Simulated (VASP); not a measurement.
# Cu2Au (Fm-3m) in VASP: further runs, part 2 of 2

VASP 6.6.1. The steps go on from the part before.

**3. Single point, PBE**

This run uses another cell than the first one, of 17.27 Å³/atom, 1.204 times its volume.

INCAR

```
SYSTEM = Cu2Au
ALGO = Fast
EDIFF = 1E-7
ENCUT = 520
GGA = PE
ISIF = 2
ISMEAR = 0
LASPH = .True.
LCHARG = .True.
LELF = .True.
LREAL = .False.
LVHAR = .True.
LWAVE = .False.
NBANDS = 24
NELM = 60
PREC = Accurate
SIGMA = 0.1
```

KPOINTS

```
k-points
0
Gamma
  14 14 14
  0 0 0
```

POSCAR

```
Cu2Au
1.0
    0.0000000000      2.9588732251      2.9588732251
    2.9588732251      0.0000000000      2.9588732251
    2.9588732251      2.9588732251      0.0000000000
Cu Au
2 1
Direct
    0.2500000000      0.2500000000      0.2500000000
    0.7500000000      0.7500000000      0.7500000000
    0.0000000000      0.0000000000      0.0000000000
```

Potentials or basis: VASP PAW PBE potentials, release 64 (Cu, Au).

Run with:

```bash
$ cat potpaw_PBE.64/Cu/POTCAR potpaw_PBE.64/Au/POTCAR > POTCAR
$ mpirun -np 1 vasp_std > vasp.out
```

OUTCAR:

```text
SYSTEM = Cu2Au
   EDIFF = 1E-7
   ENCUT = 520
   GGA = PE
   ISIF = 2
   ISMEAR = 0
   LASPH = .True.
   LREAL = .False.
   NELM = 60
   PREC = Accurate

 ion  position               nearest neighbor table
   1  0.250  0.250  0.250-   3 2.56   3 2.56   3 2.56   3 2.56
   2  0.750  0.750  0.750-   3 2.56   3 2.56   3 2.56   3 2.56
   3  0.000  0.000  0.000-   1 2.56   2 2.56   2 2.56   2 2.56   2 2.56   1 2.56   1 2.56   1 2.56

  LATTYP: Found a face centered cubic cell.
 ALAT       =     5.9177464502

  Lattice vectors:

 A1 = (   0.0000000000,   2.9588732251,   2.9588732251)
 A2 = (   2.9588732251,   0.0000000000,   2.9588732251)
 A3 = (   2.9588732251,   2.9588732251,   0.0000000000)

Analysis of symmetry for initial positions (statically):
=====================================================================
 Subroutine PRICEL returns:
 Original cell was already a primitive cell.

 Routine SETGRP: Setting up the symmetry group for a
 face centered cubic supercell.

 Subroutine GETGRP returns: Found 48 space group operations
[... 160 lines left out ...]
 Free energy of the ion-electron system (eV)
  ---------------------------------------------------
  ext. energy  EPLUGINS =         0.00000000
  ---------------------------------------------------
  free energy    TOTEN  =        -9.87954627 eV

  energy without entropy =       -9.87404943  energy(sigma->0) =       -9.87679785

 E-fermi :   5.4808     XC(G=0): -11.1310

 val. band max:        5.4433860784   @ k =   0.5000   0.3571   0.0000
 cond. band min:       5.4829926247   @ k =  -0.2857   0.2857   0.0714
 fundamental gap:      0.0396065464
 Fermi energy:         5.4808288833

 k-point     1 :       0.0000    0.0000    0.0000
  band No.  band energies     occupation
      1      -2.4623      2.00000
      2       0.5733      2.00000
      3       0.5733      2.00000
      4       0.5733      2.00000
      5       0.7542      2.00000
      6       0.7542      2.00000
[... 637 lines left out ...]
     23      15.8195      0.00000
     24      15.9707      0.00000

 [... further k-points ...]
[... 5 lines left out ...]
  --------------------------------------------------------------------------------------
  -------------------------------------------------------------------------------------
  Total       -0.0378032     -0.0378032     -0.0378032      0.0000000      0.0000000      0.0000000
  in kB       -1.1690426     -1.1690426     -1.1690426      0.0000000      0.0000000      0.0000000
  external PRESSURE =      -1.1690426 kB  Pullay stress =       0.0000000 kB

 VOLUME and BASIS-vectors are now :
 -----------------------------------------------------------------------------
  energy-cutoff  :      520.00
  volume of cell :       51.81
      direct lattice vectors                 reciprocal lattice vectors
     0.000000000  2.958873225  2.958873225    -0.168983245  0.168983245  0.168983245
     2.958873225  0.000000000  2.958873225     0.168983245 -0.168983245  0.168983245
     2.958873225  2.958873225  0.000000000     0.168983245  0.168983245 -0.168983245

 POSITION                                       TOTAL-FORCE (eV/Angst)
 -----------------------------------------------------------------------------------
      1.47944      1.47944      1.47944        -0.000000     -0.000000      0.000000
      4.43831      4.43831      4.43831        -0.000000     -0.000000     -0.000000
      0.00000      0.00000      0.00000         0.000000      0.000000      0.000000
 -----------------------------------------------------------------------------------
    total drift:                               -0.000000     -0.000000      0.000000

  FREE ENERGIE OF THE ION-ELECTRON SYSTEM (eV)
  ---------------------------------------------------
  free  energy   TOTEN  =        -9.8795462738 eV

  energy  without entropy=       -9.8740494344  energy(sigma->0) =       -9.87679785
```

OSZICAR:

```text
N       E                     dE             d eps       ncg     rms          rms(c)
DAV:   1     0.244064198185E+03    0.24406E+03   -0.14781E+04  5176   0.194E+03
DAV:   2     0.535071145683E+01   -0.23871E+03   -0.21894E+03  5024   0.348E+02
[... 12 lines left out ...]
RMM:  15    -0.987962427471E+01    0.99598E-04   -0.16762E-03  6582   0.511E-01    0.128E-01
RMM:  16    -0.987962717169E+01   -0.28970E-05   -0.63557E-05  6343   0.572E-02    0.127E-01
RMM:  17    -0.987955740599E+01    0.69766E-04   -0.83795E-05  5870   0.136E-01    0.516E-02
RMM:  18    -0.987955027421E+01    0.71318E-05   -0.14779E-04  6367   0.119E-01    0.539E-02
RMM:  19    -0.987954651107E+01    0.37631E-05   -0.14650E-05  5708   0.544E-02    0.238E-02
RMM:  20    -0.987954625449E+01    0.25658E-06   -0.65859E-06  6258   0.176E-02    0.123E-02
RMM:  21    -0.987954627378E+01   -0.19299E-07   -0.43383E-07  4569   0.647E-03
   1 F= -.98795463E+01 E0= -.98767979E+01  d E =-.549684E-02
```

stdout:

```text
POSCAR found type information on POSCAR CuAu
 POSCAR found :  2 types and       3 ions
 scaLAPACK will be used
 LDA part: xc-table for (Slater+PW92), standard interpolation
 POSCAR, INCAR and KPOINTS ok, starting setup
 FFT: planning ... GRIDC
 FFT: planning ... GRID_SOFT
 FFT: planning ... GRID
 WAVECAR not read
 entering main loop
WARNING in EDDRMM: call to ZHEGV failed, returncode =   6  3     24
WARNING in EDDRMM: call to ZHEGV failed, returncode =   8  4     23
WARNING in EDDRMM: call to ZHEGV failed, returncode =   8  4     24
```

It took 65 s on 1 thread of Intel Xeon 6975P-C (Granite Rapids), shared host; peak memory 0.26 GiB.

What came out:

```
Free energy : -9.8795 eV
Pressure    : -0.1 GPa
```

Caveat: spin-orbit coupling is left out, which moves the levels of the heavy elements.

**4. Relaxation of cell and atoms, PBE**

This run uses another cell than the first one, of 17.25 Å³/atom, 1.202 times its volume.

INCAR

```
SYSTEM = Cu2Au
PREC = Accurate
ENCUT = 600
EDIFF = 1E-7
ISMEAR = 0
SIGMA = 0.1
LREAL = .FALSE.
LASPH = .TRUE.
NELM = 60
ALGO = Fast
ISIF = 3
LWAVE = .FALSE.
LCHARG = .FALSE.
GGA = PE
IBRION = 2
NSW = 100
EDIFFG = -0.01
```

KPOINTS

```
Automatic mesh
0
G
  14 14 14
  0 0 0
```

POSCAR

```
Cu2Au
1.0
    0.0000000000      2.9579325666      2.9579325666
    2.9579325666      0.0000000000      2.9579325666
    2.9579325666      2.9579325666      0.0000000000
Cu Au
2 1
Direct
    0.2500000000      0.2500000000      0.2500000000
    0.7500000000      0.7500000000      0.7500000000
    0.0000000000      0.0000000000      0.0000000000
```

Run with:

```bash
$ cat potpaw_PBE.64/Cu/POTCAR potpaw_PBE.64/Au/POTCAR > POTCAR
$ mpirun -np 1 vasp_std > vasp.out
```

Run time: 85 s. Hardware: 1 thread of Intel Xeon 6975P-C (Granite Rapids), shared host; peak memory 0.31 GiB.

The run converged. Its results:

```yaml
Free_energy: -9.8797 eV
Pressure_after_relaxing: 0.1 GPa
```

Final structure:
```cif
data_structure
_symmetry_space_group_name_H-M 'P 1'
_symmetry_Int_Tables_number 1
_cell_length_a 4.1831
_cell_length_b 4.1831
_cell_length_c 4.1831
_cell_angle_alpha 60.000
_cell_angle_beta 60.000
_cell_angle_gamma 60.000
_cell_volume 51.76
loop_
_atom_site_label
_atom_site_type_symbol
_atom_site_fract_x
_atom_site_fract_y
_atom_site_fract_z
_atom_site_occupancy
Cu1 Cu 0.25000 0.25000 0.25000 1
Cu2 Cu 0.75000 0.75000 0.75000 1
Au1 Au 0.00000 0.00000 0.00000 1
```

Levels at points of the mesh, in eV from the Fermi level:
| k point | band 13 | band 14 | band 15 | band 16 | band 17 | band 18 | band 19 | band 20 |
| --- | --- | --- | --- | --- | --- | --- | --- | --- |
| (0.00, 0.00, 0.00) | -1.54 | -1.54 | -1.48 | -1.48 | 6.96 | 8.00 | 8.08 | 8.17 |
| (0.50, 0.00, 0.00) | -1.73 | -1.73 | -1.39 | -1.39 | -0.80 | 5.04 | 5.04 | 7.46 |
| (0.50, 0.50, 0.00) | -1.50 | -1.27 | -1.27 | -0.79 | -0.67 | 1.29 | 1.29 | 5.36 |

Caveat: the relaxation stopped at its first step, so nothing moved; spin-orbit coupling is left out, which moves the levels of the heavy elements.

**5. Overview**

| task | cell | k mesh | cutoff (eV) | gap on the mesh (eV) | pressure (GPa) |
| --- | --- | --- | --- | --- | --- |
| relaxation of cell and atoms | relaxed from a = 3.934 Å, angles 60.0°, 3 atoms | 6 × 6 × 6 | 600 | none | -0.3 |
| single point | a = 4.184 Å, angles 60.0°, 3 atoms | 14 × 14 × 14 | 520 | none | -0.1 |
| relaxation of cell and atoms | relaxed from a = 4.183 Å, angles 60.0°, 3 atoms | 14 × 14 × 14 | 600 | none | 0.1 |

Alike in all rows: level PBE; potentials or basis VASP PAW PBE potentials, release 64 (Cu, Au); no spin polarisation; smearing gaussian 0.1 eV.

Caveats: spin-orbit coupling is left out, which moves the levels of the heavy elements; the volume moved by over 15 % at a fixed basis, so the end points are rough (some runs); the relaxation stopped at its first step, so nothing moved (some runs).

Total energies depend on the potentials used, so only differences within one code and one set of settings carry meaning.
